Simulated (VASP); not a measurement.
KCl, 2 atoms in the cell. It takes space group Fm-3m (No. 225, cubic). The conventional cell has a = 6.376 Å, b = 6.376 Å, c = 6.376 Å, α = 90.00°, β = 90.00°, γ = 90.00°. Within 4.2 Å of K (site symmetry m-3m) lie 6 Cl at 3.19 Å. Cl (site symmetry m-3m) has 6 K at 3.19 Å within 4.2 Å. 

* Program: VASP 6.6.1
* Task: single point
* Functional: r2SCAN
* Potentials or basis: VASP PAW PBE potentials, release 64 (K_sv, Cl)
* Cutoff: 520 eV
* k mesh: 7 × 7 × 7
* Occupations: fermi-dirac, width 0.0315 eV
* Spin: no spin polarisation
* Dipole correction: no
* Further INCAR settings: ALGO = Normal; EDIFF = 1e-06; NBANDS = 15

Potentials or basis: VASP PAW PBE potentials, release 64 (K_sv, Cl).

The run is started by

```sh
$ cat potpaw_PBE.64/K_sv/POTCAR potpaw_PBE.64/Cl/POTCAR > POTCAR
$ cp INCAR.step1 INCAR
$ mpirun -np 1 vasp_std > vasp.out
$ cp INCAR.step2 INCAR
$ mpirun -np 1 vasp_std > vasp.out
```

Hardware: 1 thread of Intel Xeon 8259CL (shared host).

Q: How long does it take, and how much memory?

A: It took 110 s on 1 thread of Intel Xeon 8259CL, on a shared host, peak memory 0.22 GiB. Counts: k points 20.
